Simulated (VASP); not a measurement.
**Au: single point with PBEsol**

The system is Au.

```
CELL_PARAMETERS angstrom
-1.43260 -2.48133 0.00000
1.43260 -2.48133 0.00000
0.00000 0.00000 11.58116
ATOMIC_POSITIONS crystal
Au 0.66667 0.66667 0.10341
Au 0.66667 0.66667 0.51707
Au 0.33333 0.33333 0.72389
Au 0.33333 0.33333 0.31024
```

This cell differs from its parent crystal: the distance across one plane changed.

| Quantity | Value |
| --- | --- |
| Program | VASP 6.6.1 |
| Task | single point |
| Functional | PBEsol |
| Potentials or basis | VASP PAW PBE potentials, release 64 (Au) |
| Cutoff | 520 eV |
| k mesh | 24 × 24 × 6 |
| Occupations | gaussian, width 0.15 eV |
| Spin | no spin polarisation |

| Item | Value |
| --- | --- |
| Pressure | -3.9 GPa |
| Largest force | 0.121 eV/Å |
| Band gap on the k mesh | zero (bands 22 and 23 overlap by 5.03 eV) |

Forces in eV/Å, atoms in the order of the input:
```
Au   0.000  0.000 -0.121
Au   0.000  0.000 -0.079
Au   0.000  0.000  0.121
Au   0.000  0.000  0.079
```

Stress tensor (GPa, compression positive):
```
-5.26  0.00  0.00
 0.00 -5.26  0.00
 0.00  0.00 -1.13
```

Levels at points of the mesh, in eV from the Fermi level:
```
           k point  band 21  band 22  band 23  band 24  band 25  band 26
(0.00, 0.00, 0.00)    -2.15    -2.05    -2.05    -0.59    -0.57     6.34
(0.50, 0.00, 0.00)     0.34     0.50     1.24     1.63     3.85     3.98
(0.00, 0.00, 0.50)    -2.14    -2.05    -2.05    -1.88     0.91     4.75
(0.50, 0.00, 0.50)     0.29     0.47     1.37     1.57     3.96     4.10
```

It took 20 min on 1 thread of Intel Xeon 8259CL, on a shared host, peak memory 0.68 GiB.

Caveat: the cell differs from its parent crystal (the distance across one plane changed); the cell stands under tension; the PAW data sets were made with another functional, which shifts forces and pressure a little; spin-orbit coupling is left out, which moves the levels of the heavy elements.
